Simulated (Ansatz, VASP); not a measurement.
# ScAl3: VASP beside Ansatz

Contents of INCAR:

```
SYSTEM = ScAl3
PREC = Accurate ; ENCUT = 520
EDIFF = 1E-6 ; ISMEAR = 0
SIGMA = 0.15 ; LREAL = .False.
LASPH = .True. ; NELM = 80
ALGO = Fast ; ISIF = 2
LWAVE = .False. ; LCHARG = .True.
GGA = PS ; LELF = .True.
LVHAR = .True. ; NBANDS = 18
```

The input KPOINTS:

```
regular mesh
0
Gamma
  12 12 12
  0 0 0
```

File POSCAR:

```
ScAl3
1.0
    4.0712986163      0.0000000000      0.0000000000
    0.0000000000      4.0712986163      0.0763368491
    0.0000000000      0.0763368491      4.0712986163
Sc Al
1 3
Direct
    0.0000000000      0.0000000000      0.0000000000
    0.5000000000      0.0000000000      0.5000000000
    0.0000000000      0.5000000000      0.5000000000
    0.5000000000      0.5000000000      0.0000000000
```

Input for Ansatz:

```yaml
crystal:
  lattice:
    - [4.0712986163, 0.0, 0.0]
    - [0.0, 4.0712986163, 0.0763368491]
    - [0.0, 0.0763368491, 4.0712986163]
  atoms:
    - { symbol: Sc, position: [0.0, 0.0, 0.0] }
    - { symbol: Al, position: [0.5, 0.0, 0.5] }
    - { symbol: Al, position: [0.0, 0.5, 0.5] }
    - { symbol: Al, position: [0.5, 0.5, 0.0] }
basis:
  ecutwfc: 420
kpoints:
  mp_grid: { grid: [12, 12, 12] }
hamiltonian:
  xc: pbesol
scf:
  occupations: { method: gaussian, width: 0.15 }
output:
  forces: true
  stress: true
  eigenvalues: true
  write_density: true
  write_potential: true
  elf: true
  volumetric_format: npy
```

Change from the starting cell: strain +0.0375 x Voigt [0, 0, 0, 1, 0, 0], atoms carried along.

Alike in both runs: task single point; functional PBEsol; k mesh 12 × 12 × 12; occupations gaussian, width 0.15 eV; no spin polarisation.

|  | VASP | Ansatz |
| --- | --- | --- |
| version | VASP 6.6.1 | Ansatz 0.2.0 |
| potentials or method | VASP PAW PBE potentials, release 64 (Sc_sv, Al), cutoff 520 eV | scalar-relativistic, plane waves, PAW |
| valence electrons in the cell | 20 | 20 |

|  | VASP | Ansatz | Ansatz less VASP |
| --- | --- | --- | --- |
| gap on the k mesh at the Fermi level (eV) | none | none | - |
| pressure (GPa) | 0.4 | 0.2 | -0.13 |
| traceless stress, the component that is largest in VASP (GPa) | -2.92 | -2.90 | +0.014 |

VASP's potentials were made for PBE, not for PBEsol. A gap of «none» marks a metal or a gap that the smearing closes.
